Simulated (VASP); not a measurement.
A run of VASP 6.6.1 is set up as follows.

Contents of INCAR:

```
ALGO     = Normal         # electronic algorithm
EDIFF    = 1E-6           # SCF threshold, eV
ENCUT    = 600            # plane-wave cutoff, eV
GGA      = PS             # functional
GGA_COMPAT= F            
ISIF     = 2              # what is computed and relaxed
ISMEAR   = 0              # smearing method
LASPH    = T              # aspherical terms in the spheres
LCHARG   = T              # write CHGCAR
LELF     = T              # ELF
LREAL    = F              # projectors in reciprocal space
LVHAR    = T            
LWAVE    = F              # write WAVECAR
NBANDS   = 11             # bands
NELM     = 120            # most SCF steps
PREC     = Accurate       # precision mode
SIGMA    = 0.02           # smearing width, eV
```

KPOINTS

```
k-points
0
Gamma
  12 12 12
```

POSCAR

```
C
1.0
    0.0000000000      1.7769057852      1.7769057852
    1.7769057852      0.0000000000      1.7769057852
    1.7769057852      1.7769057852      0.0000000000
C
2
Direct
    0.7500000000      0.7500000000      0.7500000000
    0.5000000000      0.5000000000      0.5000000000
```

Potentials or basis: VASP PAW PBE potentials, release 64 (C).

Launch:

```bash
$ cat potpaw_PBE.64/C/POTCAR > POTCAR
$ mpirun -np 1 vasp_std > vasp.out
```

(1) Predict the band gap on the k mesh.

(2) Estimate the pressure.

## Answers

(1) 4.06 eV, indirect (least direct gap 5.57 eV).

(2) 0.4 GPa.

Caveat: the PAW data sets were made with another functional, which shifts forces and pressure a little.
